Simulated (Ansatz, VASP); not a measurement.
**Two plane-wave programs on Ta**

```
Ta
1.0
    -1.64026    1.64026    1.64026
     1.64026   -1.64026    1.64026
     1.64026    1.64026   -1.64026
Ta
1
Direct
  0.00000 0.00000 0.00000
```

Alike in both runs: functional PBEsol; k mesh 18 × 18 × 18; occupations gaussian, width 0.1 eV; no spin polarisation.

Ansatz relaxed the structure, and its values are those at the end. VASP's run is a single point on that final structure, the one shown.

|  | VASP | Ansatz |
| --- | --- | --- |
| version | VASP 6.6.1 | Ansatz 0.2.0 |
| potentials or method | VASP PAW PBE potentials, release 64 (Ta_pv), cutoff 520 eV | scalar-relativistic, plane waves, PAW |
| valence electrons in the cell | 11 | 13 |

|  | VASP | Ansatz | Ansatz less VASP |
| --- | --- | --- | --- |
| gap on the k mesh at the Fermi level (eV) | none | none | - |
| pressure (GPa) | 0.2 | 0.0 | -0.23 |

VASP's potentials were made for PBE, not for PBEsol. A gap of «none» marks a metal or a gap that the smearing closes. VASP's potentials hold 11 valence electrons a cell and Ansatz's 13, so a difference there can come from the potentials and not from the codes.

Spin-orbit coupling is off throughout.
